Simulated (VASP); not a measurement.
A run of VASP 6.6.1:

The input INCAR:

```
SYSTEM = W
PREC     = Accurate       ! precision mode
ENCUT    = 520            ! plane-wave cutoff, eV
EDIFF    = 1E-6           ! SCF threshold, eV
ISMEAR   = 0              ! smearing method
SIGMA    = 0.1            ! smearing width, eV
LREAL    = .False.        ! projectors in reciprocal space
LASPH    = .True.         ! aspherical terms in the spheres
NELM     = 80             ! most SCF steps
ALGO     = Normal         ! electronic algorithm
ISIF     = 2              ! what is computed and relaxed
LWAVE    = .False.        ! write WAVECAR
LCHARG   = .True.         ! write CHGCAR
GGA      = RE             ! functional
LELF     = .True.         ! ELF
LVHAR    = .True.       
NBANDS   = 13             ! bands
```

The input KPOINTS:

```
Automatic mesh
0
Gamma
  8 8 8
  0 0 0
```

Contents of POSCAR:

```
W
1.0
   -1.5851577801      1.5851577801      1.5851577801
    1.5851577801     -1.5851577801      1.5851577801
    1.5851577801      1.5851577801     -1.5851577801
W
1
Direct
    0.0000000000      0.0000000000      0.0000000000
```

Potentials or basis: VASP PAW PBE potentials, release 64 (W_sv).

Launch:

```console
$ cat potpaw_PBE.64/W_sv/POTCAR > POTCAR
$ mpirun -np 1 vasp_std > vasp.out
```

Hardware: 1 thread of Intel(R) Xeon(R) Platinum 8259CL CPU @ 2.50GHz (Skylake/Cascade Lake), with other jobs on the host.

Estimate the wall time of this run.

It took 5.2 s on 1 thread of Intel(R) Xeon(R) Platinum 8259CL CPU @ 2.50GHz (Skylake/Cascade Lake), with other jobs on the host, peak memory 0.12 GiB. Counts: scf iterations 11, k points 29.
